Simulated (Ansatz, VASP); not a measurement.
**One calculation of C, two programs**

File POSCAR:

```
C
1.0
    1.2280263465      0.7090013417      3.3470108394
   -1.2280263465      0.7090013417      3.3470108394
    0.0000000000     -1.4180026834      3.3470108394
C
2
Direct
    0.2110144855      0.2110144855      0.0699710289
    0.8360000000      0.8360000000      0.8360000000
```

INCAR.step1

```
  PREC = Accurate
  ENCUT = 520
  ISMEAR = 0
  SIGMA = 0.05
  LREAL = False
  LASPH = True
  NELM = 100
  NBANDS = 11
  GGA = PE
  ALGO = Normal
  EDIFF = 1E-4
  LWAVE = True
  LCHARG = False
```

File INCAR.step2:

```
  PREC = Accurate
  ENCUT = 520
  EDIFF = 1E-6
  ISMEAR = 0
  SIGMA = 0.05
  LREAL = False
  LASPH = True
  NELM = 100
  ALGO = Normal
  ISIF = 2
  LWAVE = False
  LCHARG = True
  METAGGA = R2SCAN
  LMIXTAU = True
  LELF = True
  LVHAR = True
  NBANDS = 11
  ISTART = 1
```

The input KPOINTS:

```
regular mesh
0
Gamma
  12 12 12
```

Input for Ansatz:

```yaml
crystal:
  lattice:
    - [1.2280263465, 0.7090013417, 3.3470108394]
    - [-1.2280263465, 0.7090013417, 3.3470108394]
    - [0.0, -1.4180026834, 3.3470108394]
  atoms:
    - { symbol: C, position: [0.2110144855, 0.2110144855, 0.0699710289] }
    - { symbol: C, position: [0.836, 0.836, 0.836] }
basis:
  ecutwfc: 500
kpoints:
  mp_grid: { grid: [12, 12, 12] }
hamiltonian:
  xc: r2scan
scf:
  occupations: { method: gaussian, width: 0.05 }
output:
  forces: true
  stress: true
  eigenvalues: true
```

Alike in both runs: task single point; functional r2SCAN; k mesh 12 × 12 × 12; occupations gaussian, width 0.05 eV; no spin polarisation.

|  | VASP | Ansatz |
| --- | --- | --- |
| version | VASP 6.6.1 | Ansatz 0.2.0 |
| potentials or method | VASP PAW PBE potentials, release 64 (C), cutoff 520 eV | scalar-relativistic, plane waves, PAW |
| valence electrons in the cell | 8 | 8 |

|  | VASP | Ansatz | Ansatz less VASP |
| --- | --- | --- | --- |
| gap on the k mesh at the Fermi level (eV) | none | none | - |
| pressure (GPa) | 14.9 | 14.5 | -0.45 |
| traceless stress, the component that is largest in VASP (GPa) | 25.26 | 24.57 | -0.698 |
| rms of the force components (eV/Å) | 4.635 | 4.648 | +0.0125 |

VASP's potentials were made for PBE, not for r2SCAN. Atom by atom the forces differ by 0.013 eV/Å (rms over components). A gap of «none» marks a metal or a gap that the smearing closes. The functional is the same, so the differences come from potentials, cutoffs and numerics.
